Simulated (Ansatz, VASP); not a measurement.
## N: VASP beside Ansatz

```
N
1.0
     3.96098    0.00000    0.00000
     0.00000    3.96098    0.00000
     0.00000    0.00000    5.13318
N
4
Direct
  0.90241 0.90241 0.00000
  0.59759 0.40241 0.50000
  0.09759 0.09759 0.00000
  0.40241 0.59759 0.50000
```

Alike in both runs: task single point; functional HSE06; k mesh 4 × 4 × 4; no spin polarisation.

|  | VASP | Ansatz |
| --- | --- | --- |
| version | VASP 6.6.1 | Ansatz 0.2.0 |
| potentials or method | VASP PAW PBE potentials, release 64 (N) | plane waves, PAW |
| plane-wave cutoff (eV) | 520 | 420 |
| occupations | gaussian, width 0.01 eV | fixed |
| valence electrons in the cell | 20 | 20 |

VASP gave:

| Item | Value |
| --- | --- |
| gap on the k mesh at the Fermi level (eV) | 9.06 |
| pressure (GPa) | 2.7 |
| traceless stress, the component that is largest in VASP (GPa) | -2.08 |
| rms of the force components (eV/Å) | 0.851 |

Question: Estimate Ansatz's values.

Answer: gap on the k mesh at the Fermi level (eV): 9.12; pressure (GPa): -0.3; traceless stress, the component that is largest in VASP (GPa): 1.22; rms of the force components (eV/Å): 0.479.

Atom by atom the forces differ by 1.330 eV/Å (rms over components). Ansatz's warnings: stress exchange threshold loose, stress scf threshold loose.

Noted on VASP's run: the standard files for N, O and F lose accuracy on very short bonds.
